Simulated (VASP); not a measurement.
# Si16HC16 (a cell with a defect) in VASP: notebook, part 2 of 2

VASP 6.6.1.

### Step 3. Single point, PBE, collinear spin

INCAR reads:

```
PREC = Accurate ; ENCUT = 520
EDIFF = 1E-7 ; ISMEAR = 0
SIGMA = 0.02 ; LREAL = Auto
LASPH = True ; NELM = 150
ALGO = Normal ; ISIF = 2
LWAVE = False ; LCHARG = True
ISPIN = 2 ; MAGMOM = 0 0 0 0 0 0 0 0 0 0 0 0 0 0 0 0 0 0 0 0 0 0 0 0 0 0 0 0 0 0 0 0 0.21
LORBIT = 11 ; GGA = PE
LELF = True ; LVHAR = True
NBANDS = 90
```

KPOINTS reads:

```
Automatic mesh
0
Gamma
  2 2 2
```

POSCAR reads:

```
Si16HC16
1.0
    3.0941201811     -5.3591733586      0.0000000000
   -6.1882403624      0.0000000001      0.0000000000
    0.0000000000      0.0000000000    -10.1293391981
Si C H
16 16 1
Direct
    0.3333961939      0.1666276407      0.0615288903
    0.8319941718      0.1637667411      0.0621032614
    0.3363800496      0.6681213169      0.0621125414
    0.8320070469      0.6680745337      0.0620940801
    0.1665932300      0.3334313721      0.5621680633
    0.6670233935      0.3334420485      0.5621572038
    0.1665868858      0.8330093117      0.5621706302
    0.6666666221      0.8332641183      0.5621111001
    0.4997858477      0.4993874343      0.3126128899
    1.0001299905      0.5000053660      0.3128067822
    0.4997823024      1.0002687590      0.3126158516
    1.0005882701      1.0002273663      0.3126589936
    0.4997250174      0.4992314585      0.8111069083
    1.0001137566      0.4999785038      0.8127901375
    0.4997194196      1.0003423556      0.8111068096
    1.0007463169      1.0002945931      0.8110826224
    0.3333415213      0.1666114546      0.2499994275
    0.8337011515      0.1672558752      0.2512572588
    0.3328502141      0.6663662565      0.2512539022
    0.8337028308      0.6663265343      0.2512402784
    0.1663877879      0.3336167782      0.7499557327
    0.6674376365      0.3336443221      0.7499428000
    0.1663797643      0.8326058273      0.7499567199
    0.6666666221      0.8332612096      0.7501910886
    0.0003076967      0.0000788674      0.4999928328
    0.4998983651      0.0001229137      0.4999664737
    0.0000457160      0.4999475246      0.4997606360
    0.4999073217      0.4996445115      0.4999592669
    0.0040627534      0.0019528407      0.9976244059
    0.4981301819      0.0019870994      0.9976821590
    0.0001481572      0.4999945437      1.0003596288
    0.4981376458      0.4960044476      0.9976818628
    0.6672454427      0.8335620932      0.1243009021
```

Potentials or basis: VASP PAW PBE potentials, release 64 (Si, C, H).

Run with:

```console
> cat potpaw_PBE.64/Si/POTCAR potpaw_PBE.64/C/POTCAR potpaw_PBE.64/H/POTCAR > POTCAR
> mpirun -np 1 vasp_std > vasp.out
```

OUTCAR:

```text
PREC = Accurate
   ENCUT = 520
   EDIFF = 1E-7
   ISMEAR = 0
   LREAL = Auto
   LASPH = True
   NELM = 150
   ISIF = 2
   ISPIN = 2
   LORBIT = 11
   GGA = PE

 ion  position               nearest neighbor table
   1  0.333  0.167  0.062-  29 1.88  30 1.88  32 1.88  17 1.91   4 3.09   2 3.09   3 3.09   3 3.09
                             2 3.09   4 3.09  13 3.10  15 3.10  16 3.10  11 3.11   9 3.11  12 3.11
   2  0.832  0.164  0.062-  33 1.88  30 1.90  29 1.91  31 1.91  18 1.92   3 3.07   4 3.07   1 3.09
                             1 3.09  11 3.10  12 3.10  14 3.10  15 3.10  16 3.10  10 3.11   4 3.12
   3  0.336  0.668  0.062-  33 1.88  30 1.90  32 1.90  31 1.91  19 1.92   2 3.07   4 3.07   1 3.09
                             1 3.09   9 3.10  11 3.10  14 3.10  15 3.10  13 3.10  10 3.11   4 3.12
[... 1591 lines left out ...]
      0.00043     -3.57469     -5.69428         0.000506     -0.003989     -0.000370
[... 25 lines left out ...]
     -1.52810     -2.66961    -10.10586        -0.015946     -0.008116     -0.005938
     -3.09374     -3.57588     -1.25909         0.000601      0.003902      0.006917
 -----------------------------------------------------------------------------------
    total drift:                               -0.014195      0.009035     -0.001738

  FREE ENERGIE OF THE ION-ELECTRON SYSTEM (eV)
  ---------------------------------------------------
  free  energy   TOTEN  =      -240.5991841706 eV

  energy  without entropy=     -240.5972582245  energy(sigma->0) =     -240.59822120

 total charge

# of ion       s       p       d       tot
------------------------------------------
    1        0.707   0.966   0.000   1.674
    2        0.697   0.953   0.000   1.650
    3        0.697   0.952   0.000   1.650
    4        0.697   0.953   0.000   1.650
    5        0.703   0.964   0.000   1.667
    6        0.703   0.964   0.000   1.667
[... 25 lines left out ...]
   32        0.838   1.695   0.000   2.533
   33        0.494   0.021   0.000   0.515
--------------------------------------------------
tot         25.085  42.596   0.000  67.681

 magnetization (x)

# of ion       s       p       d       tot
------------------------------------------
    1       -0.000   0.003   0.000   0.003
    2        0.003  -0.002   0.000   0.001
    3        0.003  -0.002   0.000   0.001
    4        0.003  -0.002   0.000   0.001
    5        0.001   0.001   0.000   0.001
    6        0.001   0.001   0.000   0.001
[... 25 lines left out ...]
   32        0.002   0.018   0.000   0.020
   33        0.126   0.001   0.000   0.127
--------------------------------------------------
tot          0.155   0.118   0.000   0.273
```

OSZICAR:

```text
N       E                     dE             d eps       ncg     rms          rms(c)
DAV:   1     0.365584638813E+03    0.36558E+03   -0.58318E+04  2880   0.129E+03
DAV:   2    -0.229482185191E+03   -0.59507E+03   -0.55928E+03  3580   0.225E+02
DAV:   3    -0.268730329822E+03   -0.39248E+02   -0.38826E+02  3568   0.546E+01
DAV:   4    -0.269526927850E+03   -0.79660E+00   -0.79382E+00  3520   0.859E+00
DAV:   5    -0.269548600446E+03   -0.21673E-01   -0.21649E-01  3496   0.134E+00    0.347E+01
DAV:   6    -0.241370639105E+03    0.28178E+02   -0.90775E+01  3264   0.221E+01    0.154E+01
DAV:   7    -0.240715824673E+03    0.65481E+00   -0.81319E+00  3640   0.704E+00    0.678E+00
DAV:   8    -0.240602993452E+03    0.11283E+00   -0.49334E-01  3354   0.193E+00    0.192E+00
DAV:   9    -0.240596526128E+03    0.64673E-02   -0.72166E-02  3352   0.817E-01    0.357E-01
DAV:  10    -0.240597994140E+03   -0.14680E-02   -0.46615E-03  3458   0.214E-01    0.252E-01
DAV:  11    -0.240599022026E+03   -0.10279E-02   -0.89777E-04  3336   0.103E-01    0.908E-02
DAV:  12    -0.240599171529E+03   -0.14950E-03   -0.19108E-04  3368   0.505E-02    0.314E-02
DAV:  13    -0.240599177281E+03   -0.57527E-05   -0.54416E-05  3584   0.243E-02    0.145E-02
DAV:  14    -0.240599181287E+03   -0.40062E-05   -0.89387E-06  3318   0.950E-03    0.469E-03
DAV:  15    -0.240599182959E+03   -0.16718E-05   -0.12488E-06  3352   0.365E-03    0.252E-03
DAV:  16    -0.240599183830E+03   -0.87080E-06   -0.23219E-07  2460   0.162E-03    0.143E-03
DAV:  17    -0.240599184174E+03   -0.34419E-06   -0.51197E-08  1792   0.766E-04    0.753E-04
DAV:  18    -0.240599184171E+03    0.36580E-08   -0.16608E-08  1776   0.470E-04
   1 F= -.24059918E+03 E0= -.24059822E+03  d E =-.192595E-02  mag=     0.5000
```

stdout:

```text
POSCAR found type information on POSCAR SiC H
 POSCAR found :  3 types and      33 ions
 scaLAPACK will be used
 LDA part: xc-table for (Slater+PW92), standard interpolation
 POSCAR, INCAR and KPOINTS ok, starting setup
 FFT: planning ... GRIDC
 FFT: planning ... GRID_SOFT
 FFT: planning ... GRID
 WAVECAR not read
 entering main loop
```

Run time: 31 min. Hardware: 1 thread of Oxide Virtual Turin-like, shared host; peak memory 0.7 GiB.

What came out:

```yaml
Free_energy: -240.5992 eV
Pressure: 1.3 GPa
Largest_force: 0.021 eV/Å
Net_moment: 0.50 μB per cell
Site_moments: Si +0.00, +0.01, -0.00 (each value once); C +0.00, +0.01, -0.00, +0.02 (each value once); H +0.13 μB
Valence_electrons_inside_the_program's_atomic_spheres: Si 1.67, 1.65, 1.66 (each value once); C 2.54, 2.53, 2.52 (each value once); H 0.52
```

Forces on the atoms (eV/Å):
```
Si   0.000 -0.001  0.006
Si  -0.006 -0.003  0.003
Si   0.001  0.007  0.003
Si   0.005 -0.002  0.003
Si  -0.004  0.004  0.002
Si   0.001 -0.004  0.000
Si   0.004  0.004  0.001
Si   0.000 -0.002 -0.003
Si   0.007  0.004  0.002
Si   0.001  0.002 -0.013
Si  -0.007  0.004  0.001
Si   0.000 -0.009  0.006
Si  -0.002  0.001 -0.002
Si   0.001  0.003  0.008
Si   0.002  0.001 -0.002
Si   0.000  0.002 -0.001
C    0.002 -0.002 -0.007
C    0.000  0.000  0.005
C    0.000  0.003  0.002
C    0.001  0.000  0.003
C   -0.001 -0.001 -0.005
C   -0.001 -0.001 -0.006
C   -0.001 -0.002 -0.005
C   -0.003 -0.004  0.003
C   -0.001  0.005  0.005
C    0.007 -0.003  0.003
C   -0.001 -0.004  0.000
C   -0.007 -0.003  0.003
C    0.000  0.017 -0.013
C    0.016 -0.009 -0.007
C    0.002 -0.002  0.005
C   -0.016 -0.008 -0.006
H    0.001  0.004  0.007
```

Caveat: the k points lie up to 0.59 Å⁻¹ apart.
